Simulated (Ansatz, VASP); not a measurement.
## One calculation of PbS, two programs

```
Pb S
1.0
     0.00000    3.02315    3.02315
     3.02315    0.00000    3.02315
     3.02315    3.02315    0.00000
Pb S
1 1
Direct
  0.00000 0.00000 0.00000
  0.50000 0.50000 0.50000
```

Change from the starting cell: volume scaled by 1.06.

Alike in both runs: task single point; functional LDA; k mesh 7 × 7 × 7; occupations fermi-dirac, width 0.01 eV; no spin polarisation.

|  | VASP | Ansatz |
| --- | --- | --- |
| version | VASP 6.6.1 | Ansatz 0.2.0 |
| potentials or method | VASP PAW LDA potentials, release 64 (Pb_d, S), cutoff 520 eV | all-electron LAPW, scalar-relativistic |

|  | VASP | Ansatz | Ansatz less VASP |
| --- | --- | --- | --- |
| pressure (GPa) | -5.3 | -5.3 | -0.02 |

LDA's correlation is that of Perdew and Zunger in VASP and of Perdew and Wang (1992) in Ansatz. Ansatz ran all-electron here, and VASP with PAW potentials.

Spin-orbit coupling is off throughout.
